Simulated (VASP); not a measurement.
Here is a VASP 6.6.1 calculation.

File INCAR:

```
SYSTEM = CuI
ALGO     = Normal         ! electronic algorithm
EDIFF    = 1E-6           ! SCF threshold, eV
ENCUT    = 520            ! plane-wave cutoff, eV
GGA      = PE             ! functional
ISIF     = 2              ! what is computed and relaxed
ISMEAR   = 0              ! smearing method
LASPH    = .True.         ! aspherical terms in the spheres
LCHARG   = .False.        ! write CHGCAR
LREAL    = .False.        ! projectors in reciprocal space
LWAVE    = .False.        ! write WAVECAR
NBANDS   = 16             ! bands
NELM     = 100            ! most SCF steps
PREC     = Accurate       ! precision mode
SIGMA    = 0.05           ! smearing width, eV
```

KPOINTS

```
k-points
0
Gamma
  8 8 8
  0 0 0
```

Contents of POSCAR:

```
CuI
1.0
    0.0000000000      2.9839513369      2.9839513369
    2.9839513369      0.0000000000      2.9839513369
    2.9839513369      2.9839513369      0.0000000000
Cu I
1 1
Direct
    0.7500000000      0.7500000000      0.7500000000
    0.0000000000      0.0000000000      0.0000000000
```

Potentials or basis: VASP PAW PBE potentials, release 64 (Cu, I).

Run with:

```sh
$ cat potpaw_PBE.64/Cu/POTCAR potpaw_PBE.64/I/POTCAR > POTCAR
$ mpirun -np 1 vasp_std > vasp.out
```

Problem. What does it give for the band gap on the k mesh?

Solution. 1.27 eV, direct.

Problem. What does it give for the pressure?

Solution. 2.5 GPa.

Caveat: spin-orbit coupling is left out, which moves the levels of the heavy elements.
